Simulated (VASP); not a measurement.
Write the native input for VASP 6.6.1 that does the following.

| Property | Result |
| --- | --- |
| Task | single point |
| Functional | PBE |
| Potentials or basis | VASP PAW PBE potentials, release 64 (H, W_sv, Cl) |
| Cutoff | 520 eV |
| k mesh | 5 × 5 × 5 |
| Occupations | gaussian, width 0.2 eV |
| Spin | no spin polarisation |
| Dipole correction | no |
| Further INCAR settings | ALGO = Normal; EDIFF = 1e-07; NBANDS = 32 |

The structure of H3WCl4 lies in POSCAR:

```
H3WCl4
1.0
   -5.1613705193      5.1613705193      1.6950689928
    5.1613705193     -5.1613705193      1.6950689928
    5.1613705193      5.1613705193     -1.6950689928
H W Cl
3 1 4
Direct
    0.2500000000      0.7500000000      0.5000000000
    0.7500000000      0.2500000000      0.5000000000
    0.5000000000      0.5000000000      0.0000000000
    0.0000000000      0.0000000000      0.0000000000
    0.0808744694      0.7938992739      0.8747737433
    0.7938992739      0.9191255306      0.7130248046
    0.2061007261      0.0808744694      0.2869751954
    0.9191255306      0.2061007261      0.1252262567
```

The input as run:

INCAR

```
PREC = Accurate
ENCUT = 520
EDIFF = 1E-7
ISMEAR = 0
SIGMA = 0.2
LREAL = False
LASPH = True
NELM = 100
ALGO = Normal
ISIF = 2
LWAVE = False
LCHARG = True
GGA = PE
LELF = True
LVHAR = True
NBANDS = 32
```

KPOINTS

```
regular mesh
0
Gamma
  5 5 5
```

Potentials or basis: VASP PAW PBE potentials, release 64 (H, W_sv, Cl).

Launch:

```bash
$ cat potpaw_PBE.64/H/POTCAR potpaw_PBE.64/W_sv/POTCAR potpaw_PBE.64/Cl/POTCAR > POTCAR
$ mpirun -np 1 vasp_std > vasp.out
```

Results of the run:

```
Pressure               : 0.1 GPa
Largest force          : 0.044 eV/Å
Band gap on the k mesh : zero (an odd number of electrons rules out a gap without spin polarisation)
```

Caveat: the k points lie up to 0.39 Å⁻¹ apart, too coarse for converged energies and pressures of a metal; spin-orbit coupling is left out, which moves the levels of the heavy elements; an odd number of electrons without spin polarisation forces a metal; a magnetic or distorted state may lie lower.

Wall time 120 s on 1 thread of Intel(R) Xeon(R) 6975P-C (Granite Rapids), with other jobs on the host, peak memory 0.48 GiB.
